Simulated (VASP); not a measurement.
# Mg (P-6m2) in VASP: single point with PBEsol

Aim: the single point of Mg with PBEsol.

Everything below comes from runs of VASP 6.6.1. Logs are shortened: lines on timing, memory, paths and dates and some standing lists are left out, and cuts for length are marked.

### Step 1. The cell of the first run

Symmetry: P-6m2, No. 187, hexagonal system. Conventional cell: a = 3.111 Å, b = 3.111 Å, c = 15.360 Å, α = 90.00°, β = 90.00°, γ = 120.00°. Mg (site symmetry 3m) has 9 Mg at 3.11 to 3.26 Å within 4.1 Å. Within 4.1 Å of Mg (site symmetry 3m) lie 12 Mg at 3.11 to 3.26 Å. Mg (site symmetry -6m2) has 12 Mg at 3.11 to 3.21 Å within 4.1 Å.

### Step 2. Single point, PBEsol

File INCAR:

```
PREC     = Accurate       # precision mode
ENCUT    = 520            # plane-wave cutoff, eV
EDIFF    = 1E-7           # SCF threshold, eV
ISMEAR   = 1              # smearing method
SIGMA    = 0.02           # smearing width, eV
LREAL    = False          # projectors in reciprocal space
LASPH    = True           # aspherical terms in the spheres
NELM     = 60             # most SCF steps
ALGO     = Normal         # electronic algorithm
ISIF     = 2              # what is computed and relaxed
LWAVE    = False          # write WAVECAR
LCHARG   = False          # write CHGCAR
GGA      = PS             # functional
NBANDS   = 13             # bands
```

File KPOINTS:

```
Automatic mesh
0
Gamma
  9 9 2
```

File POSCAR:

```
Mg
1.0
    3.1109000000      0.0000000000      0.0000000000
   -1.5554500000      2.6941200000      0.0000000000
    0.0000000000      0.0000000000     15.3604500000
Mg
5
Direct
    0.0000000000      0.0000000000      0.8502900000
    0.6666666667      0.3333333333      0.6734200000
    0.0000000000      0.0000000000      0.5000000000
    0.6666666667      0.3333333333      0.3265800000
    0.0000000000      0.0000000000      0.1497100000
```

Potentials or basis: VASP PAW PBE potentials, release 64 (Mg).

On the command line:

```
cat potpaw_PBE.64/Mg/POTCAR > POTCAR
mpirun -np 1 vasp_std > vasp.out
```

OUTCAR:

```text
PREC = Accurate
   ENCUT = 520
   EDIFF = 1E-7
   ISMEAR = 1
   LREAL = False
   LASPH = True
   NELM = 60
   ISIF = 2
   GGA = PS

 ion  position               nearest neighbor table
   1  0.000  0.000  0.850-   2 3.26   2 3.26   2 3.26
   2  0.667  0.333  0.673-   3 3.21   3 3.21   3 3.21   1 3.26   1 3.26   1 3.26
   3  0.000  0.000  0.500-   2 3.21   4 3.21   2 3.21   4 3.21   2 3.21   4 3.21
   4  0.667  0.333  0.327-   3 3.21   3 3.21   3 3.21   5 3.26   5 3.26   5 3.26
   5  0.000  0.000  0.150-   4 3.26   4 3.26   4 3.26

  LATTYP: Found a hexagonal cell.
 ALAT       =     3.1109000000
 C/A-ratio  =     4.9376225530

  Lattice vectors:

 A1 = (   3.1109000000,   0.0000000000,   0.0000000000)
 A2 = (  -1.5554500000,   2.6941200000,   0.0000000000)
 A3 = (   0.0000000000,   0.0000000000,  15.3604500000)

Analysis of symmetry for initial positions (statically):
=====================================================================
 Subroutine PRICEL returns:
 Original cell was already a primitive cell.

 Routine SETGRP: Setting up the symmetry group for a
 hexagonal supercell.

 Subroutine GETGRP returns: Found 12 space group operations
 (whereof 12 operations were pure point group operations)
 out of a pool of 24 trial point group operations.

The static configuration has the point symmetry D_3h.

Analysis of symmetry for dynamics (positions and initial velocities):
=====================================================================
 Subroutine PRICEL returns:
 Original cell was already a primitive cell.

 Routine SETGRP: Setting up the symmetry group for a
 hexagonal supercell.

 Subroutine GETGRP returns: Found 12 space group operations
 (whereof 12 operations were pure point group operations)
 out of a pool of 24 trial point group operations.

The dynamic configuration has the point symmetry D_3h.

 Subroutine INISYM returns: Found 12 space group operations
 (whereof 12 operations are pure point group operations),
 and found     1 'primitive' translations

----------------------------------------------------------------------------------------

                                     Primitive cell

  volume of cell :     128.7380

  direct lattice vectors                    reciprocal lattice vectors
     3.110900000  0.000000000  0.000000000     0.321450384  0.185589358  0.000000000
    -1.555450000  2.694120000  0.000000000     0.000000000  0.371178715  0.000000000
     0.000000000  0.000000000 15.360450000     0.000000000  0.000000000  0.065102259

  length of vectors
     3.110900000  3.110901361 15.360450000     0.371178877  0.371178715  0.065102259

  position of ions in fractional coordinates (direct lattice)
     0.000000000  0.000000000  0.850290000
     0.666666667  0.333333333  0.673420000
     0.000000000  0.000000000  0.500000000
     0.666666667  0.333333333  0.326580000
     0.000000000  0.000000000  0.149710000

  ion indices of the primitive-cell ions
   primitive index   ion index
                 1           1
                 2           2
                 3           3
                 4           4
                 5           5

----------------------------------------------------------------------------------------

 KPOINTS: Automatic mesh

Automatic generation of k-mesh.
 Grid dimensions read from file:
 generate k-points for:    9    9    2

 Generating k-lattice:

  Cartesian coordinates                     Fractional coordinates (reciprocal lattice)
     0.035716709  0.020621040  0.000000000     0.111111111  0.000000000  0.000000000
     0.000000000  0.041242079  0.000000000     0.000000000  0.111111111  0.000000000
     0.000000000  0.000000000  0.032551130     0.000000000  0.000000000  0.500000000

  Length of vectors
     0.041242097  0.041242079  0.032551130

  Shift w.r.t. Gamma in fractional coordinates (k-lattice)
     0.000000000  0.000000000  0.000000000

 Subroutine IBZKPT returns following result:
 ===========================================

 Found     24 irreducible k-points:

 Following reciprocal coordinates:
            Coordinates               Weight
  0.000000  0.000000  0.000000      1.000000
  0.111111  0.000000  0.000000      6.000000
  0.222222  0.000000  0.000000      6.000000
  0.333333  0.000000  0.000000      6.000000
  0.444444  0.000000  0.000000      6.000000
  0.111111  0.111111  0.000000      6.000000
[... 16 lines left out ...]
  0.333333  0.222222  0.500000     12.000000
  0.333333  0.333333  0.500000      2.000000
   k-points           NKPTS =     24   k-points in BZ     NKDIM =     24   number of bands    NBANDS=     13
   number of dos      NEDOS =    301   number of ions     NIONS =      5
   total plane-waves  NPLWV =  69120
   dimension x,y,z NGX =    24 NGY =   24 NGZ =  120
   dimension x,y,z NGXF=    48 NGYF=   48 NGZF=  240
   ions per type =               5
   NGX,Y,Z   is equivalent  to a cutoff of  12.83, 12.83, 12.99 a.u.
   NGXF,Y,Z  is equivalent  to a cutoff of  25.65, 25.65, 25.98 a.u.
 SYSTEM =  unknown system
   PREC   = accura    normal or accurate (medium, high low for compatibility)
   ISTART =      0    job   : 0-new  1-cont  2-samecut
   ICHARG =      2    charge: 1-file 2-atom 10-const
   ISPIN  =      1    spin polarized calculation?
   LNONCOLLINEAR =      F non collinear calculations
   LSORBIT =      F    spin-orbit coupling
   LASPH  =      T    aspherical Exc in radial PAW
   ENCUT  =  520.0 eV  38.22 Ry    6.18 a.u.   5.78  5.78 28.56*2*pi/ulx,y,z
   NELM   =     60;   NELMIN=  2; NELMDL= -5     # of ELM steps
   EDIFF  = 0.1E-06   stopping-criterion for ELM
   LREAL  =      F    real-space projection
   EDIFFG = 0.1E-05   stopping-criterion for IOM
   NSW    =      0    number of steps for IOM
   IBRION =     -1    ionic relax: 0-MD 1-quasi-New 2-CG
   NFREE  =      0    steps in history (QN), initial steepest desc. (CG)
   ISIF   =      2    stress and relaxation
   ISYM   =      2    0-nonsym 1-usesym 2-fastsym
   POTIM  = 0.5000    time-step for ionic-motion
   TEBEG  =    0.0;   TEEND  =   0.0 temperature during run
   PSTRESS=    0.0 pullay stress
   NELECT =      10.0000    total number of electrons
   NUPDOWN=      -1.0000    fix difference up-down
   EMIN   =  10.00;   EMAX   =-10.00  energy-range for DOS
   EFERMI =   0.00;   METHOD = LEGACY
   ISMEAR =     1;   SIGMA  =   0.02  broadening in eV -4-tet -1-fermi 0-gaus
   EFERMI_NEDOS =   21; number of points for ismear=-14 and -15
   IALGO  =     38    algorithm
   IMIX   =      4    mixing-type and parameters
     AMIX     =   0.40;   BMIX     =  1.00
     AMIX_MAG =   1.60;   BMIX_MAG =  1.00
  volume/ion in A,a.u.               =      25.75       173.75
  Fermi-wavevector in a.u.,A,eV,Ry     =   0.698510  1.319992  6.638500  0.487916
  Thomas-Fermi vector in A             =   1.782133
   LORBIT       =      0    0 simple, 1 ext, 2 COOP (PROOUT), +10 PAW based schemes
   GGA     = PS    functional components
   LHFCALC =     F    Hartree Fock is set to
   AEXX    =    0.0000 exact exchange contribution
   IVDW    =     0    specifies the selected vdW correction
   LEPSILON=     F    determine dielectric tensor
   LRPA    =     F    only Hartree local field effects (RPA)
 non-spin polarized calculation
 Methfessel and Paxton  Order N= 1 SIGMA  =   0.02
  energy-cutoff  :      520.00
  volume of cell :      128.74
 maximum number of plane-waves:      3488
 NGX is ok and might be reduce to    24
   NGX = 11   NGY = 11   NGZ = 57

 number of electron      10.0000000 magnetization

 Free energy of the ion-electron system (eV)
  ---------------------------------------------------
  ext. energy  EPLUGINS =         0.00000000
  ---------------------------------------------------
  free energy    TOTEN  =        -7.97838489 eV

  energy without entropy =       -7.97853242  energy(sigma->0) =       -7.97843406

 E-fermi :   1.9172     XC(G=0):  -8.0594

 val. band max:        1.9080274163   @ k =   0.3333   0.2222   0.0000
 cond. band min:       1.9311958712   @ k =   0.3333   0.2222   0.5000
 fundamental gap:      0.0231684549
 Fermi energy:         1.9172475114

 k-point     1 :       0.0000    0.0000    0.0000
  band No.  band energies     occupation
      1      -4.9246      2.00000
      2      -4.3695      2.00000
      3      -3.6222      2.00000
      4      -2.3124      2.00000
      5      -1.2246      2.00000
      6       0.9502      2.00000
      7       1.8775      2.01670
      8       5.3890      0.00000
      9       5.7760      0.00000
     10      10.6459      0.00000
     11      10.7384      0.00000
     12      13.7501      0.00000
     13      13.7502      0.00000

 k-point     2 :       0.1111    0.0000    0.0000
  band No.  band energies     occupation
      1      -4.6686      2.00000
      2      -4.1147      2.00000
      3      -3.3686      2.00000
      4      -2.0615      2.00000
      5      -0.9743      2.00000
      6       1.1875      2.00000
      7       2.1196     -0.00000
      8       5.6118      0.00000
      9       6.0008      0.00000
     10      10.3813      0.00000
     11      10.6410      0.00000
     12      11.1524      0.00000
     13      11.2477      0.00000
[... 321 lines left out ...]
 k-point    23 :       0.3333    0.2222    0.5000
  band No.  band energies     occupation
      1      -0.1786      2.00000
      2       0.2913      2.00000
      3       1.1426      2.00000
      4       1.8898      2.06554
      5       1.9312      0.08206
      6       2.6871      0.00000
      7       3.3381      0.00000
      8       3.6533      0.00000
      9       4.0532      0.00000
     10       4.5062      0.00000
     11       4.6795      0.00000
     12       5.0594      0.00000
     13       5.6579      0.00000

 k-point    24 :       0.3333    0.3333    0.5000
  band No.  band energies     occupation
      1       1.6173      2.00000
      2       1.7354      2.00000
      3       1.7833      2.00000
      4       2.0568     -0.00000
      5       2.0651     -0.00000
      6       2.2945     -0.00000
      7       2.6312      0.00000
      8       2.8985      0.00000
      9       3.7525      0.00000
     10       4.0569      0.00000
     11       4.4782      0.00000
     12       4.5730      0.00000
     13       5.2598      0.00000

------------------------ aborting loop because EDIFF is reached ----------------------------------------

  FORCE on cell =-STRESS in cart. coord.  units (eV):
  Direction    XX          YY          ZZ          XY          YZ          ZX
  --------------------------------------------------------------------------------------
  -------------------------------------------------------------------------------------
  Total       -0.1722417     -0.1722419     -1.1439490      0.0000000      0.0000000     -0.0000000
  in kB       -2.1435908     -2.1435933    -14.2367318      0.0000000      0.0000000     -0.0000000
  external PRESSURE =      -6.1746387 kB  Pullay stress =       0.0000000 kB

 VOLUME and BASIS-vectors are now :
 -----------------------------------------------------------------------------
  energy-cutoff  :      520.00
  volume of cell :      128.74
      direct lattice vectors                 reciprocal lattice vectors
     3.110900000  0.000000000  0.000000000     0.321450384  0.185589358  0.000000000
    -1.555450000  2.694120000  0.000000000     0.000000000  0.371178715  0.000000000
     0.000000000  0.000000000 15.360450000     0.000000000  0.000000000  0.065102259

 POSITION                                       TOTAL-FORCE (eV/Angst)
 -----------------------------------------------------------------------------------
      0.00000      0.00000     13.06084        -0.000000      0.000000      0.125626
      1.55545      0.89804     10.34403         0.000000     -0.000000     -0.018931
      0.00000      0.00000      7.68023        -0.000000      0.000000      0.000000
      1.55545      0.89804      5.01642         0.000000     -0.000000      0.018931
      0.00000      0.00000      2.29961        -0.000000      0.000000     -0.125626
 -----------------------------------------------------------------------------------
    total drift:                                0.000000      0.000000      0.000000

  FREE ENERGIE OF THE ION-ELECTRON SYSTEM (eV)
  ---------------------------------------------------
  free  energy   TOTEN  =        -7.9783848876 eV

  energy  without entropy=       -7.9785324160  energy(sigma->0) =       -7.97843406
```

It took 34 s on 1 thread of Intel Xeon 6975P-C (Granite Rapids), shared host; peak memory 0.23 GiB.

Results:

* Free energy: -7.9784 eV
* Pressure: -0.6 GPa
* Largest force: 0.126 eV/Å
* Band gap on the k mesh: zero (band 5 reaches 2.14 eV, above the bottom of band 6 at 0.14 eV)

Forces in eV/Å, atoms in the order of the input:
```
Mg   0.000  0.000  0.126
Mg   0.000  0.000 -0.019
Mg   0.000  0.000  0.000
Mg   0.000  0.000  0.019
Mg   0.000  0.000 -0.126
```

Caveat: the PAW data sets were made with another functional, which shifts forces and pressure a little.
